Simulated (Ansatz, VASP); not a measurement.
One calculation of KB2Rh2, two programs

```
Rh K B
1.0
     0.00000    3.86548    0.00000
     3.86548    0.00000    0.00000
     1.93274    1.93274   -5.55385
Rh K B
2 1 2
Direct
  0.75000 0.25000 0.50000
  0.25000 0.75000 0.50000
  0.00000 0.00000 0.00000
  0.31162 0.31162 0.37676
  0.68838 0.68838 0.62324
```

Alike in both runs: functional r2SCAN; k mesh 7 × 7 × 7; no spin polarisation.

Ansatz relaxed the structure, and its values are those at the end. VASP's run is a single point on that final structure, the one shown.

```csv
,VASP,Ansatz
version,VASP 6.6.1,Ansatz 0.2.0
potentials or method,"VASP PAW PBE potentials, release 64 (Rh_pv, K_sv, B), cutoff 520 eV",PAW plane waves
occupations,"fermi-dirac, width 0.1 eV",fermi-dirac
valence electrons in the cell,45,49
```

Ansatz gave:

* pressure (GPa): 5.4
* rms of the force components (eV/Å): 0.005

Question: What did VASP give for the same quantities?

Answer: Pressure (GPa): 5.7; rms of the force components (eV/Å): 0.016.

VASP's potentials were made for PBE, not for r2SCAN. VASP's potentials hold 45 valence electrons a cell and Ansatz's 49, so a difference there can come from the potentials and not from the codes. Ansatz's warnings: stress scf threshold loose.
